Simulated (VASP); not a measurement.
Here is a VASP 6.6.1 calculation.

Contents of POSCAR:

```
Ba
1.0
    0.0000000000      3.2143174749      3.2143174749
    3.2143174749      0.0000000000      3.2143174749
    3.2143174749      3.2143174749      0.0000000000
Ba
1
Direct
    0.0000000000      0.0000000000      0.0000000000
```

Contents of INCAR.step1:

```
ALGO = Normal
EDIFF = 1E-5
ENCUT = 550
GGA = PE
GGA_COMPAT = False
ISMEAR = -1
LASPH = True
LCHARG = False
LREAL = False
LWAVE = True
NBANDS = 11
NELM = 120
PREC = Accurate
SIGMA = 0.05
```

Contents of INCAR.step2:

```
ALGO = Normal
EDIFF = 1E-6
ENCUT = 550
GGA_COMPAT = False
ISIF = 2
ISMEAR = -1
ISTART = 1
IVDW = 12
LASPH = True
LCHARG = False
LMIXTAU = True
LREAL = False
LWAVE = False
METAGGA = R2SCAN
NBANDS = 11
NELM = 120
PREC = Accurate
SIGMA = 0.05
VDW_A1 = 0.49484001
VDW_A2 = 5.73083694
VDW_S6 = 1.0
VDW_S8 = 0.78981345
```

Contents of KPOINTS:

```
k-points
0
Gamma
  7 7 7
```

Potentials or basis: VASP PAW PBE potentials, release 64 (Ba_sv).

Run with:

```sh
$ cat potpaw_PBE.64/Ba_sv/POTCAR > POTCAR
$ cp INCAR.step1 INCAR
$ mpirun -np 1 vasp_std > vasp.out
$ cp INCAR.step2 INCAR
$ mpirun -np 1 vasp_std > vasp.out
```

(1) Predict the dispersion energy per atom.

(2) Predict the pressure.

Answers

(1) -0.090 eV.

(2) 0.0 GPa.

Caveat: the PAW data sets were made with another functional, which shifts forces and pressure a little.
